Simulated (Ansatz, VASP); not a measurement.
## Two plane-wave programs on SnO

Contents of INCAR:

```
PREC = Accurate
ENCUT = 520
EDIFF = 1E-7
ISMEAR = 0
SIGMA = 0.15
LREAL = False
LASPH = True
NELM = 60
ALGO = Normal
ISIF = 2
LWAVE = False
LCHARG = False
GGA = CA
NBANDS = 28
```

KPOINTS

```
Automatic mesh
0
Gamma
  12 12 10
```

File POSCAR:

```
SnO
1.0
    3.8944538384      0.0000000000      0.0000000000
    0.0000000000      3.8944538384      0.0000000000
    0.0000000000      0.0000000000      4.5296392595
Sn O
2 2
Direct
    0.0000000000      0.5000000000      0.2457459271
    0.5000000000      0.0000000000      0.7542540729
    0.0000000000      0.0000000000      0.0000000000
    0.5000000000      0.5000000000      0.0000000000
```

Input for Ansatz:

```yaml
crystal:
  lattice:
    - [3.8944538384, 0.0, 0.0]
    - [0.0, 3.8944538384, 0.0]
    - [0.0, 0.0, 4.5296392595]
  atoms:
    - { symbol: Sn, position: [0.0, 0.5, 0.2457459271] }
    - { symbol: Sn, position: [0.5, 0.0, 0.7542540729] }
    - { symbol: O, position: [0.0, 0.0, 0.0] }
    - { symbol: O, position: [0.5, 0.5, 0.0] }
basis:
  ecutwfc: 520.0
kpoints:
  mp_grid: { grid: [12, 12, 10] }
hamiltonian:
  xc: lda
scf:
  occupations: { method: gaussian, width: 0.15 }
output:
  forces: true
  stress: true
  eigenvalues: true
```

Alike in both runs: task single point; functional LDA; k mesh 12 × 12 × 10; occupations gaussian, width 0.15 eV; no spin polarisation.

```csv
,VASP,Ansatz
version,VASP 6.6.1,Ansatz 0.2.0
potentials or method,"VASP PAW LDA potentials, release 64 (Sn_d, O), cutoff 520 eV","scalar-relativistic, plane waves, PAW"
valence electrons in the cell,40,40
```

Ansatz gave:

- gap on the k mesh at the Fermi level (eV): 0.27
- least direct gap on the mesh (eV): 1.72
- pressure (GPa): -4.7
- traceless stress, the component that is largest in VASP (GPa): 3.53
- rms of the force components (eV/Å): 0.112

Q: Which values does VASP return?

A: gap on the k mesh at the Fermi level (eV): 0.24; least direct gap on the mesh (eV): 1.68; pressure (GPa): -4.3; traceless stress, the component that is largest in VASP (GPa): 3.52; rms of the force components (eV/Å): 0.069.

LDA's correlation is that of Perdew and Zunger in VASP and of Perdew and Wang (1992) in Ansatz. Atom by atom the forces differ by 0.043 eV/Å (rms over components).
